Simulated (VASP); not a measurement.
SiO:

```
Si O
1.0
     0.00000    2.43364    2.43364
     2.43364    0.00000    2.43364
     2.43364    2.43364    0.00000
Si O
1 1
Direct
  0.75000 0.75000 0.75000
  0.00000 0.00000 0.00000
```

Program: VASP 6.6.1. Alike in all runs: task single point; potentials or basis VASP PAW PBE potentials, release 64 (Si, O); no spin polarisation; cell as given; k mesh 5 × 5 × 5; cutoff (eV) 520; smearing fermi-dirac 0.05 eV.

Question: Order these runs on this cell by their band gap on the k mesh, lowest first.
A. level PBE-based screened hybrid with 25 % exact exchange; screening parameter 0.1 1/Å
B. level PBE-based screened hybrid with 25 % exact exchange; screening parameter 0.6 1/Å
C. level PBE0
D. level PBE-based screened hybrid with 25 % exact exchange; screening parameter 0.2 1/Å

Answer: B (0.13 eV), D (0.29 eV), A (0.53 eV), C (0.94 eV).

Caveats: all runs use coarse meshes; an odd mesh through Γ misses points on the zone boundary, where band edges can lie.
